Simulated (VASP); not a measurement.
Ge (a cell with a defect), 17 atoms in the cell. The cell holds a defect, 17 atoms: a = 8.004 Å, b = 8.004 Å, c = 8.004 Å, α = 60.00°, β = 60.00°, γ = 60.00°. 

```yaml
Program: VASP 6.6.1
Task: single point
Functional: PBE
Dispersion: D3(BJ)
Potentials_or_basis: VASP PAW PBE potentials, release 64 (Ge_d)
Cutoff: 520 eV
k_mesh: 2 × 2 × 2
Occupations: fermi-dirac, width 0.05 eV
Spin: no spin polarisation
Dipole_correction: no
Further_INCAR_settings: LREAL = Auto; ALGO = Normal; EDIFF = 1e-06; NBANDS = 133
```

Potentials or basis: VASP PAW PBE potentials, release 64 (Ge_d).

Launch:

```bash
$ cat potpaw_PBE.64/Ge_d/POTCAR > POTCAR
$ mpirun -np 1 vasp_std > vasp.out
```

Hardware: 1 thread of Intel(R) Xeon(R) Platinum 8488C (Sapphire Rapids) (shared host).

Estimate the wall time of this run.

Run time: 21 min on 1 thread of Intel(R) Xeon(R) Platinum 8488C (Sapphire Rapids) (shared host), peak memory 0.6 GiB. Counts: scf iterations 16, k points 8.
